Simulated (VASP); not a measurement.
**PtSe2: single point with AM05**

System: PtSe2, a slab with vacuum.

```
Se Pt
1.0
     3.72400    0.00000    0.00000
    -1.86200    3.22508    0.00000
     0.00000    0.00000   27.65500
Se Pt
6 3
Direct
  0.66667 0.33333 0.27120
  0.33333 0.66667 0.36272
  0.66667 0.33333 0.45424
  0.33333 0.66667 0.54576
  0.66667 0.33333 0.63728
  0.33333 0.66667 0.72880
  0.00000 0.00000 0.31696
  0.00000 0.00000 0.50000
  0.00000 0.00000 0.68304
```

```json
{
  "Program": "VASP 6.6.1",
  "Task": "single point",
  "Functional": "AM05",
  "Potentials or basis": "VASP PAW PBE potentials, release 64 (Se, Pt)",
  "Cutoff": "400 eV",
  "k mesh": "5 × 5 × 1",
  "Occupations": "gaussian, width 0.03 eV",
  "Spin": "no spin polarisation",
  "Tolerance level": "standard",
  "Dipole correction": "yes",
  "Purpose": "a run that is hard to end",
  "Way": "PBE orbitals, then all bands at once (ALGO All, ISEARCH 1)",
  "Further INCAR settings": "ALGO = All; EDIFF = 1e-06; NELMDL = -8; ISIF = 0"
}
```

| Property | Result |
| --- | --- |
| Largest force | 0.260 eV/Å |
| Band gap on the k mesh | 0.52 eV (least direct gap 0.85 eV) |

Forces in eV/Å, atoms in the order of the input:
```
Se   0.000  0.000 -0.259
Se   0.000  0.000  0.030
Se   0.000  0.000 -0.126
Se   0.000  0.000  0.126
Se   0.000  0.000 -0.030
Se   0.000  0.000  0.259
Pt   0.000  0.000  0.260
Pt   0.000  0.000  0.000
Pt   0.000  0.000 -0.260
```

Levels at points of the mesh, in eV from the valence-band top:
| k point | band 29 | band 30 | band 31 | band 32 | band 33 | band 34 | band 35 | band 36 | band 37 | band 38 |
| --- | --- | --- | --- | --- | --- | --- | --- | --- | --- | --- |
| (0.00, 0.00, 0.00) | -1.07 | -0.98 | -0.98 | -0.96 | 0.00 | 1.36 | 1.70 | 1.70 | 2.09 | 2.11 |

Run time: 4.4 min on 1 thread of Intel(R) Xeon(R) 6975P-C (Granite Rapids), with other jobs on the host, peak memory 0.34 GiB.

Caveat: the PAW data sets were made with another functional, which shifts forces and pressure a little; spin-orbit coupling is left out, which moves the levels of the heavy elements.
